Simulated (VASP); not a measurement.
A run of VASP 6.6.1 is set up as follows.

Contents of POSCAR:

```
AlN
1.0
   -3.1066653462      0.0000000000      0.0000000000
    0.0000000000      0.0000000000     -4.9784048411
    0.0000000000     -5.3809022217      0.0000000000
Al N
4 4
Direct
    0.4517167177      0.9983070980      0.1666666667
   -0.0482832823      0.9983070980      0.6666666667
    0.0482832823      0.4983070980      0.3333333333
    0.5482832823      0.4983070980      0.8333333333
    0.5423884814      0.6166929020      0.1666666667
    0.0423884814      0.6166929020      0.6666666667
   -0.0423884814      0.1166929020      0.3333333333
    0.4576115186      0.1166929020      0.8333333333
```

The input INCAR.step1:

```
ALGO = Normal
EDIFF = 1E-4
ENCUT = 520
GGA = PE
ISMEAR = 0
LASPH = T
LCHARG = F
LREAL = F
LWAVE = T
NBANDS = 26
NELM = 100
PREC = Accurate
SIGMA = 0.05
```

INCAR.step2

```
ALGO = Normal
EDIFF = 1E-7
ENCUT = 520
ISIF = 2
ISMEAR = 0
ISTART = 1
LASPH = T
LCHARG = F
LMIXTAU = T
LREAL = F
LWAVE = F
METAGGA = R2SCAN
NBANDS = 26
NELM = 100
PREC = Accurate
SIGMA = 0.05
```

KPOINTS

```
k-points
0
Gamma
  8 6 4
```

Potentials or basis: VASP PAW PBE potentials, release 64 (Al, N).

Run with:

```bash
$ cat potpaw_PBE.64/Al/POTCAR potpaw_PBE.64/N/POTCAR > POTCAR
$ cp INCAR.step1 INCAR
$ mpirun -np 1 vasp_std > vasp.out
$ cp INCAR.step2 INCAR
$ mpirun -np 1 vasp_std > vasp.out
```

Problem. Predict the pressure.

Solution. -0.9 GPa.

Problem. Predict the largest force.

Solution. 0.942 eV/Å.

Forces on the atoms (eV/Å):
```
Al  -0.925  0.108  0.143
Al  -0.925  0.108  0.143
Al   0.925 -0.108  0.143
Al   0.925 -0.108  0.143
N    0.427  0.050 -0.143
N    0.427  0.050 -0.143
N   -0.427 -0.050 -0.143
N   -0.427 -0.050 -0.143
```

Caveat: the cell differs from its parent crystal (mode 5 (249.4 1/cm) frozen in, largest displacement +0.150 Å); the PAW data sets were made with another functional, which shifts forces and pressure a little.
